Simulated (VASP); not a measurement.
The system is Br.

```
CELL_PARAMETERS angstrom
0.00000 3.24000 3.24000
3.24000 0.00000 3.24000
3.24000 3.24000 0.00000
ATOMIC_POSITIONS crystal
Br 0.00000 0.00000 0.00000
Br 0.25000 0.25000 0.25000
```

| Item | Value |
| --- | --- |
| Program | VASP 6.6.1 |
| Task | relaxation of cell and atoms |
| Functional | PBE |
| Potentials or basis | VASP PAW PBE potentials, release 64 (Br) |
| Cutoff | 500 eV |
| k mesh | 6 × 6 × 6 |
| Occupations | gaussian, width 0.02 eV |
| Spin | no spin polarisation |

At the start: pressure 6.4 GPa; volume 34.01 Å³/atom.

**Question.** Where does the relaxation end?

**Answer.** Over 4 steps the energy falls by 138.7 meV/atom and the volume is 42.76 Å³/atom (+25.7 %); space group Fd-3m (No. 227, to 0.1 Å) before and after.

The path:
```tsv
step	energy change (eV)	largest force (eV/Å)	pressure (GPa)	volume (Å³)
1	0.0000	0.0000	6.36	68.02
2	-0.2707	0.0000	0.68	82.19
3	-0.2770	0.0000	-0.16	86.34
4	-0.2774	0.0000	-0.01	85.51
```

Final structure:
```
Br
1.0
     0.00000    3.49675    3.49675
     3.49675    0.00000    3.49675
     3.49675    3.49675    0.00000
Br
2
Direct
  0.00000 0.00000 0.00000
  0.25000 0.25000 0.25000
```

Caveat: the volume moved by over 15 % at a fixed basis, so the end points are rough.
